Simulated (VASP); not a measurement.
A run of VASP 6.6.1 is set up as follows.

The input POSCAR:

```
Cu
1.0
   -1.4756382233      1.4756382233      1.4756382233
    1.4756382233     -1.4756382233      1.4756382233
    1.4756382233      1.4756382233     -1.4756382233
Cu
1
Direct
    0.0000000000      0.0000000000      0.0000000000
```

File INCAR.step1:

```
PREC = Accurate ; ENCUT = 520
ISMEAR = -1 ; SIGMA = 0.1
LREAL = False ; LASPH = True
NELM = 100 ; NBANDS = 12
GGA = PE ; ALGO = Normal
EDIFF = 1E-4 ; LWAVE = True
LCHARG = False
```

File INCAR.step2:

```
PREC = Accurate ; ENCUT = 520
EDIFF = 1E-7 ; ISMEAR = -1
SIGMA = 0.1 ; LREAL = False
LASPH = True ; NELM = 100
ALGO = Normal ; ISIF = 2
LWAVE = False ; LCHARG = False
METAGGA = R2SCAN ; LMIXTAU = True
NBANDS = 12 ; ISTART = 1
```

The input KPOINTS:

```
Automatic mesh
0
Gamma
  17 17 17
```

Potentials or basis: VASP PAW PBE potentials, release 64 (Cu).

The run is started by

```bash
$ cat potpaw_PBE.64/Cu/POTCAR > POTCAR
$ cp INCAR.step1 INCAR
$ mpirun -np 1 vasp_std > vasp.out
$ cp INCAR.step2 INCAR
$ mpirun -np 1 vasp_std > vasp.out
```

(1) What does it give for the pressure?

Results:

(1) -13.1 GPa.

Caveat: the PAW data sets were made with another functional, which shifts forces and pressure a little.
